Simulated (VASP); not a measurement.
# GaSb (F-43m) in VASP: further runs

Runs on GaSb. Level: PBE. Tasks: single point.

Program: VASP 6.6.1. These are calculated values, not measurements. Logs are shortened: lines on timing, memory, paths and dates and some standing lists are left out, and cuts for length are marked.

## (1) The cell of the first run

It takes space group F-43m (No. 216, cubic). The conventional cell has a = 6.281 Å, b = 6.281 Å, c = 6.281 Å, α = 90.00°, β = 90.00°, γ = 90.00°. Within 3.6 Å of Ga (site symmetry -43m) lie 4 Sb at 2.72 Å. Within 3.6 Å of Sb (site symmetry -43m) lie 4 Ga at 2.72 Å.

## (2) Single point, PBE (volume changed by +3%)

Contents of INCAR:

```
PREC = Accurate
ENCUT = 500
EDIFF = 1E-6
ISMEAR = -1
SIGMA = 0.02
LREAL = False
LASPH = True
NELM = 120
ALGO = Normal
ISIF = 2
LWAVE = False
LCHARG = False
GGA = PE
NBANDS = 16
GGA_COMPAT = False
```

Contents of KPOINTS:

```
Automatic mesh
0
Gamma
  6 6 6
```

Contents of POSCAR:

```
GaSb
1.0
    0.0000000000      3.1406993343      3.1406993343
    3.1406993343      0.0000000000      3.1406993343
    3.1406993343      3.1406993343      0.0000000000
Ga Sb
1 1
Direct
    0.0000000000      0.0000000000      0.0000000000
    0.2500000000      0.2500000000      0.2500000000
```

Potentials or basis: VASP PAW PBE potentials, release 64 (Ga_d, Sb).

On the command line:

```
cat potpaw_PBE.64/Ga_d/POTCAR potpaw_PBE.64/Sb/POTCAR > POTCAR
mpirun -np 1 vasp_std > vasp.out
```

OUTCAR:

```text
PREC = Accurate
   ENCUT = 500
   EDIFF = 1E-6
   ISMEAR = -1
   LREAL = False
   LASPH = True
   NELM = 120
   ISIF = 2
   GGA = PE

 ion  position               nearest neighbor table
   1  0.000  0.000  0.000-   2 2.72   2 2.72   2 2.72   2 2.72
   2  0.250  0.250  0.250-   1 2.72   1 2.72   1 2.72   1 2.72

  LATTYP: Found a face centered cubic cell.
 ALAT       =     6.2813986686

  Lattice vectors:

 A1 = (   0.0000000000,   3.1406993343,   3.1406993343)
 A2 = (   3.1406993343,   0.0000000000,   3.1406993343)
 A3 = (   3.1406993343,   3.1406993343,   0.0000000000)

Analysis of symmetry for initial positions (statically):
=====================================================================
 Subroutine PRICEL returns:
 Original cell was already a primitive cell.

 Routine SETGRP: Setting up the symmetry group for a
 face centered cubic supercell.

 Subroutine GETGRP returns: Found 24 space group operations
 (whereof 24 operations were pure point group operations)
 out of a pool of 48 trial point group operations.

The static configuration has the point symmetry T_d .

Analysis of symmetry for dynamics (positions and initial velocities):
=====================================================================
 Subroutine PRICEL returns:
 Original cell was already a primitive cell.

 Routine SETGRP: Setting up the symmetry group for a
 face centered cubic supercell.

 Subroutine GETGRP returns: Found 24 space group operations
 (whereof 24 operations were pure point group operations)
 out of a pool of 48 trial point group operations.

The dynamic configuration has the point symmetry T_d .

 Subroutine INISYM returns: Found 24 space group operations
 (whereof 24 operations are pure point group operations),
 and found     1 'primitive' translations

----------------------------------------------------------------------------------------

                                     Primitive cell

  volume of cell :      61.9597

  direct lattice vectors                    reciprocal lattice vectors
     0.000000000  3.140699334  3.140699334    -0.159200212  0.159200212  0.159200212
     3.140699334  0.000000000  3.140699334     0.159200212 -0.159200212  0.159200212
     3.140699334  3.140699334  0.000000000     0.159200212  0.159200212 -0.159200212

  length of vectors
     4.441619594  4.441619594  4.441619594     0.275742856  0.275742856  0.275742856

  position of ions in fractional coordinates (direct lattice)
     0.000000000  0.000000000  0.000000000
     0.250000000  0.250000000  0.250000000

  ion indices of the primitive-cell ions
   primitive index   ion index
                 1           1
                 2           2

----------------------------------------------------------------------------------------

 KPOINTS: Automatic mesh

Automatic generation of k-mesh.
 Grid dimensions read from file:
 generate k-points for:    6    6    6

 Generating k-lattice:

  Cartesian coordinates                     Fractional coordinates (reciprocal lattice)
    -0.026533369  0.026533369  0.026533369     0.166666667  0.000000000  0.000000000
     0.026533369 -0.026533369  0.026533369     0.000000000  0.166666667  0.000000000
     0.026533369  0.026533369 -0.026533369     0.000000000  0.000000000  0.166666667

  Length of vectors
     0.045957143  0.045957143  0.045957143

  Shift w.r.t. Gamma in fractional coordinates (k-lattice)
     0.000000000  0.000000000  0.000000000

 Subroutine IBZKPT returns following result:
 ===========================================

 Found     16 irreducible k-points:

 Following reciprocal coordinates:
            Coordinates               Weight
  0.000000  0.000000  0.000000      1.000000
  0.166667  0.000000  0.000000      8.000000
  0.333333  0.000000  0.000000      8.000000
  0.500000  0.000000  0.000000      4.000000
  0.166667  0.166667  0.000000      6.000000
  0.333333  0.166667  0.000000     24.000000
[... 8 lines left out ...]
 -0.333333  0.333333  0.166667     24.000000
 -0.333333  0.500000  0.166667     12.000000
   k-points           NKPTS =     16   k-points in BZ     NKDIM =     16   number of bands    NBANDS=     16
   number of dos      NEDOS =    301   number of ions     NIONS =      2
   total plane-waves  NPLWV =  32768
   dimension x,y,z NGX =    32 NGY =   32 NGZ =   32
   dimension x,y,z NGXF=    64 NGYF=   64 NGZF=   64
   ions per type =               1   1
   NGX,Y,Z   is equivalent  to a cutoff of  11.98, 11.98, 11.98 a.u.
   NGXF,Y,Z  is equivalent  to a cutoff of  23.95, 23.95, 23.95 a.u.
 SYSTEM =  unknown system
   PREC   = accura    normal or accurate (medium, high low for compatibility)
   ISTART =      0    job   : 0-new  1-cont  2-samecut
   ICHARG =      2    charge: 1-file 2-atom 10-const
   ISPIN  =      1    spin polarized calculation?
   LNONCOLLINEAR =      F non collinear calculations
   LSORBIT =      F    spin-orbit coupling
   LASPH  =      T    aspherical Exc in radial PAW
   ENCUT  =  500.0 eV  36.75 Ry    6.06 a.u.   8.10  8.10  8.10*2*pi/ulx,y,z
   NELM   =    120;   NELMIN=  2; NELMDL= -5     # of ELM steps
   EDIFF  = 0.1E-05   stopping-criterion for ELM
   LREAL  =      F    real-space projection
   EDIFFG = 0.1E-04   stopping-criterion for IOM
   NSW    =      0    number of steps for IOM
   IBRION =     -1    ionic relax: 0-MD 1-quasi-New 2-CG
   NFREE  =      0    steps in history (QN), initial steepest desc. (CG)
   ISIF   =      2    stress and relaxation
   ISYM   =      2    0-nonsym 1-usesym 2-fastsym
   POTIM  = 0.5000    time-step for ionic-motion
   TEBEG  =    0.0;   TEEND  =   0.0 temperature during run
   PSTRESS=    0.0 pullay stress
   NELECT =      18.0000    total number of electrons
   NUPDOWN=      -1.0000    fix difference up-down
   EMIN   =  10.00;   EMAX   =-10.00  energy-range for DOS
   EFERMI =   0.00;   METHOD = LEGACY
   ISMEAR =    -1;   SIGMA  =   0.02  broadening in eV -4-tet -1-fermi 0-gaus
   EFERMI_NEDOS =   21; number of points for ismear=-14 and -15
   IALGO  =     38    algorithm
   IMIX   =      4    mixing-type and parameters
     AMIX     =   0.40;   BMIX     =  1.00
     AMIX_MAG =   1.60;   BMIX_MAG =  1.00
  volume/ion in A,a.u.               =      30.98       209.06
  Fermi-wavevector in a.u.,A,eV,Ry     =   1.084250  2.048935 15.994973  1.175597
  Thomas-Fermi vector in A             =   2.220335
   LORBIT       =      0    0 simple, 1 ext, 2 COOP (PROOUT), +10 PAW based schemes
   GGA     = PE    functional components
   LHFCALC =     F    Hartree Fock is set to
   AEXX    =    0.0000 exact exchange contribution
   IVDW    =     0    specifies the selected vdW correction
   LEPSILON=     F    determine dielectric tensor
   LRPA    =     F    only Hartree local field effects (RPA)
 non-spin polarized calculation
  energy-cutoff  :      500.00
  volume of cell :       61.96
 maximum number of plane-waves:      1591
   NGX = 17   NGY = 17   NGZ = 17

 number of electron      18.0000012 magnetization

 Free energy of the ion-electron system (eV)
  ---------------------------------------------------
  ext. energy  EPLUGINS =         0.00000000
  ---------------------------------------------------
  free energy    TOTEN  =        -7.33644312 eV

  energy without entropy =       -7.33608941  energy(sigma->0) =       -7.33626626

 E-fermi :   4.1182     XC(G=0):  -8.7420

 val. band max:        4.1043097591   @ k =   0.0000   0.0000   0.0000
 cond. band min:       4.3512863804   @ k =   0.5000   0.0000   0.0000
 fundamental gap:      0.2469766214
 Fermi energy:         4.1181714908

 k-point     1 :       0.0000    0.0000    0.0000
  band No.  band energies     occupation
      1     -10.8003      2.00000
      2     -10.8003      2.00000
      3     -10.8003      2.00000
      4     -10.7618      2.00000
      5     -10.7618      2.00000
      6      -6.8503      2.00000
[... 8 lines left out ...]
     15      12.5415      0.00000
     16      12.5415      0.00000

 k-point     2 :       0.1667    0.0000    0.0000
  band No.  band energies     occupation
      1     -10.8053      2.00000
      2     -10.7981      2.00000
      3     -10.7981      2.00000
      4     -10.7620      2.00000
      5     -10.7620      2.00000
      6      -6.5958      2.00000
[... 8 lines left out ...]
     15      11.6500      0.00000
     16      11.6500      0.00000

 k-point     3 :       0.3333    0.0000    0.0000
  band No.  band energies     occupation
      1     -10.8151      2.00000
      2     -10.7940      2.00000
      3     -10.7940      2.00000
      4     -10.7619      2.00000
      5     -10.7619      2.00000
      6      -5.9267      2.00000
[... 8 lines left out ...]
     15      12.0847      0.00000
     16      12.0847      0.00000

 k-point     4 :       0.5000    0.0000    0.0000
  band No.  band energies     occupation
      1     -10.8199      2.00000
      2     -10.7923      2.00000
      3     -10.7923      2.00000
      4     -10.7615      2.00000
      5     -10.7615      2.00000
      6      -5.4195      2.00000
[... 8 lines left out ...]
     15      13.6764      0.00000
     16      13.7231      0.00000
[... 172 lines left out ...]
 k-point    14 :       0.5000    0.3333    0.1667
  band No.  band energies     occupation
      1     -10.8238      2.00000
      2     -10.7896      2.00000
      3     -10.7874      2.00000
      4     -10.7656      2.00000
      5     -10.7606      2.00000
      6      -5.3578      2.00000
[... 8 lines left out ...]
     15      12.8474      0.00000
     16      14.6775      0.00000

 k-point    15 :      -0.3333    0.3333    0.1667
  band No.  band energies     occupation
      1     -10.8261      2.00000
      2     -10.7891      2.00000
      3     -10.7854      2.00000
      4     -10.7650      2.00000
      5     -10.7614      2.00000
      6      -4.9125      2.00000
[... 8 lines left out ...]
     15      14.1787      0.00000
     16      14.3286      0.00000

 k-point    16 :      -0.3333    0.5000    0.1667
  band No.  band energies     occupation
      1     -10.8297      2.00000
      2     -10.7865      2.00000
      3     -10.7829      2.00000
      4     -10.7674      2.00000
      5     -10.7602      2.00000
      6      -4.6777      2.00000
[... 8 lines left out ...]
     15      13.7080      0.00000
     16      15.0771      0.00000

------------------------ aborting loop because EDIFF is reached ----------------------------------------

  FORCE on cell =-STRESS in cart. coord.  units (eV):
  Direction    XX          YY          ZZ          XY          YZ          ZX
  --------------------------------------------------------------------------------------
  -------------------------------------------------------------------------------------
  Total       -0.4681602     -0.4681602     -0.4681602      0.0000000     -0.0000000      0.0000000
  in kB      -12.1058688    -12.1058688    -12.1058688      0.0000000     -0.0000000      0.0000000
  external PRESSURE =     -12.1058688 kB  Pullay stress =       0.0000000 kB

 VOLUME and BASIS-vectors are now :
 -----------------------------------------------------------------------------
  energy-cutoff  :      500.00
  volume of cell :       61.96
      direct lattice vectors                 reciprocal lattice vectors
     0.000000000  3.140699334  3.140699334    -0.159200212  0.159200212  0.159200212
     3.140699334  0.000000000  3.140699334     0.159200212 -0.159200212  0.159200212
     3.140699334  3.140699334  0.000000000     0.159200212  0.159200212 -0.159200212

 POSITION                                       TOTAL-FORCE (eV/Angst)
 -----------------------------------------------------------------------------------
      0.00000      0.00000      0.00000         0.000000      0.000000      0.000000
      1.57035      1.57035      1.57035        -0.000000     -0.000000     -0.000000
 -----------------------------------------------------------------------------------
    total drift:                                0.000001      0.000001      0.000001

  FREE ENERGIE OF THE ION-ELECTRON SYSTEM (eV)
  ---------------------------------------------------
  free  energy   TOTEN  =        -7.3364431153 eV

  energy  without entropy=       -7.3360894100  energy(sigma->0) =       -7.33626626
```

Wall time 14 s (1 thread of Intel Xeon 6975P-C, shared host); peak memory 0.18 GiB.

What came out:

- Free energy: -7.3364 eV
- Pressure: -1.2 GPa
- Band gap on the k mesh: zero (filled and empty bands touch)

Caveat: spin-orbit coupling is left out, which moves the levels of the heavy elements.

## (3) Single point, PBE (volume changed by +6%)

Contents of INCAR:

```
  PREC = Accurate
  ENCUT = 500
  EDIFF = 1E-6
  ISMEAR = -1
  SIGMA = 0.02
  LREAL = False
  LASPH = True
  NELM = 120
  ALGO = Normal
  ISIF = 2
  LWAVE = False
  LCHARG = False
  GGA = PE
  NBANDS = 16
  GGA_COMPAT = False
```

Contents of KPOINTS:

```
regular mesh
0
Gamma
  6 6 6
```

Contents of POSCAR:

```
GaSb
1.0
    0.0000000000      3.1709002190      3.1709002190
    3.1709002190      0.0000000000      3.1709002190
    3.1709002190      3.1709002190      0.0000000000
Ga Sb
1 1
Direct
    0.0000000000      0.0000000000      0.0000000000
    0.2500000000      0.2500000000      0.2500000000
```

Potentials or basis: VASP PAW PBE potentials, release 64 (Ga_d, Sb).

On the command line:

```
cat potpaw_PBE.64/Ga_d/POTCAR potpaw_PBE.64/Sb/POTCAR > POTCAR
mpirun -np 1 vasp_std > vasp.out
```

It took 20 s on 1 thread of Intel Xeon 6975P-C, shared host; peak memory 0.21 GiB.

Results (log left out):

```yaml
Free_energy: -7.3169 eV
Pressure: -2.2 GPa
Band_gap_on_the_k_mesh: zero (filled and empty bands touch)
```

Levels at points of the mesh, in eV from the Fermi level:
```tsv
k point	band 7	band 8	band 9	band 10	band 11	band 12
(0.00, 0.00, 0.00)	-0.71	-0.01	-0.01	-0.01	2.78	2.78
(0.50, 0.00, 0.00)	-5.90	-1.01	-1.01	0.18	3.72	3.72
(0.50, 0.50, 0.00)	-6.37	-2.24	-2.24	0.98	1.42	7.97
```

Caveat: spin-orbit coupling is left out, which moves the levels of the heavy elements.
